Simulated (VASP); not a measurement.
Set up this calculation in VASP 6.6.1, as the native input.

```
Task                   : single point
Functional             : PBE
Potentials or basis    : VASP PAW PBE potentials, release 64 (Sr_sv, Ti_sv, O)
Cutoff                 : 520 eV
k mesh                 : 8 × 8 × 8
Occupations            : gaussian, width 0.05 eV
Spin                   : no spin polarisation
Dipole correction      : no
Further INCAR settings : ALGO = Normal; EDIFF = 1e-06; NBANDS = 28
```

The structure of SrTiO3 lies in POSCAR:

```
SrTiO3
1.0
    3.9477554950     -0.2077766050     -0.2077766050
   -0.2077766050      3.9477554950     -0.2077766050
   -0.2077766050     -0.2077766050      3.9477554950
Sr Ti O
1 1 3
Direct
    0.0000000000      0.0000000000      0.0000000000
    0.5000000000      0.5000000000      0.5000000000
    0.0000000000      0.5000000000      0.5000000000
    0.5000000000      0.0000000000      0.5000000000
    0.5000000000      0.5000000000      0.0000000000
```

This cell differs from its parent crystal: ratio of the length along [111] to the lengths across it x 0.85, volume and fractional coordinates fixed.

The input as run:

INCAR

```
ALGO     = Normal         # electronic algorithm
EDIFF    = 1E-6           # SCF threshold, eV
ENCUT    = 520            # plane-wave cutoff, eV
GGA      = PE             # functional
ISIF     = 2              # what is computed and relaxed
ISMEAR   = 0              # smearing method
LASPH    = True           # aspherical terms in the spheres
LCHARG   = True           # write CHGCAR
LELF     = True           # ELF
LREAL    = False          # projectors in reciprocal space
LVHAR    = True         
LWAVE    = False          # write WAVECAR
NBANDS   = 28             # bands
NELM     = 80             # most SCF steps
PREC     = Accurate       # precision mode
SIGMA    = 0.05           # smearing width, eV
```

KPOINTS

```
k-points
0
Gamma
  8 8 8
```

Potentials or basis: VASP PAW PBE potentials, release 64 (Sr_sv, Ti_sv, O).

The run is started by

```console
$ cat potpaw_PBE.64/Sr_sv/POTCAR potpaw_PBE.64/Ti_sv/POTCAR potpaw_PBE.64/O/POTCAR > POTCAR
$ mpirun -np 1 vasp_std > vasp.out
```

Results of the run:

```yaml
Pressure: 1.8 GPa
Band_gap_on_the_k_mesh: 1.02 eV, indirect (least direct gap 1.17 eV)
```

Wall time 49 s on 1 thread of Intel(R) Xeon(R) 6975P-C (Granite Rapids), on a shared host, peak memory 0.24 GiB.
